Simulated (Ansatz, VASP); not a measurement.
## Na2S in VASP and in Ansatz

File INCAR:

```
SYSTEM = Na2S
ALGO     = Normal         ! electronic algorithm
EDIFF    = 1E-7           ! SCF threshold, eV
EDIFFG   = -0.005         ! ionic threshold
ENCUT    = 500            ! plane-wave cutoff, eV
GGA_COMPAT= .False.      
IBRION   = 2              ! ionic algorithm
ISIF     = 3              ! what is computed and relaxed
ISMEAR   = 0              ! smearing method
LASPH    = .True.         ! aspherical terms in the spheres
LCHARG   = .False.        ! write CHGCAR
LREAL    = .False.        ! projectors in reciprocal space
LWAVE    = .False.        ! write WAVECAR
NELM     = 120            ! most SCF steps
NELMIN   = 4            
NSW      = 100            ! ionic steps
PREC     = Accurate       ! precision mode
SIGMA    = 0.02           ! smearing width, eV
```

KPOINTS

```
k-points
0
Gamma
  8 8 8
  0 0 0
```

The input POSCAR:

```
Na2S
1.0
    0.0000000000      3.2630000000      3.2630000000
    3.2630000000      0.0000000000      3.2630000000
    3.2630000000      3.2630000000      0.0000000000
Na S
2 1
Direct
    0.2500000000      0.2500000000      0.2500000000
    0.7500000000      0.7500000000      0.7500000000
    0.0000000000      0.0000000000      0.0000000000
```

Input for Ansatz:

```yaml
crystal:
  lattice:
    - [0.0, 3.263, 3.263]
    - [3.263, 0.0, 3.263]
    - [3.263, 3.263, 0.0]
  atoms:
    - { symbol: Na, position: [0.25, 0.25, 0.25] }
    - { symbol: Na, position: [0.75, 0.75, 0.75] }
    - { symbol: S, position: [0.0, 0.0, 0.0] }
basis:
  ecutwfc: 420
kpoints:
  mp_grid: { grid: [8, 8, 8] }
hamiltonian:
  xc: lda
scf:
  occupations: { method: gaussian, width: 0.02 }
output:
  forces: true
  stress: true
  eigenvalues: true
  write_density: true
  write_potential: true
  elf: true
  volumetric_format: npy
relax:
  adjacent_minimum: "off"
  f_tol: 0.005
  max_steps: 80
  cell: { stress_tol: 0.05 }
```

Alike in both runs: task relaxation of cell and atoms; functional LDA; k mesh 8 × 8 × 8; occupations gaussian, width 0.02 eV; no spin polarisation.

|  | VASP | Ansatz |
| --- | --- | --- |
| version | VASP 6.6.1 | Ansatz 0.2.0 |
| potentials or method | VASP PAW LDA potentials, release 64 (Na_pv, S), cutoff 500 eV | scalar-relativistic, plane waves, PAW |
| valence electrons in the cell | 20 | 24 |

```csv
,VASP,Ansatz,Ansatz less VASP
"gap on the k mesh at the Fermi level, each at its own relaxed structure (eV)",2.48,2.48,0.000
relaxed volume (Å³/atom),21.73,21.68,-0.045
relaxed cell length with the largest relative difference (Å),4.517,4.514,-0.0031
```

LDA's correlation is that of Perdew and Zunger in VASP and of Perdew and Wang (1992) in Ansatz. VASP's potentials hold 20 valence electrons a cell and Ansatz's 24, so a difference there can come from the potentials and not from the codes.
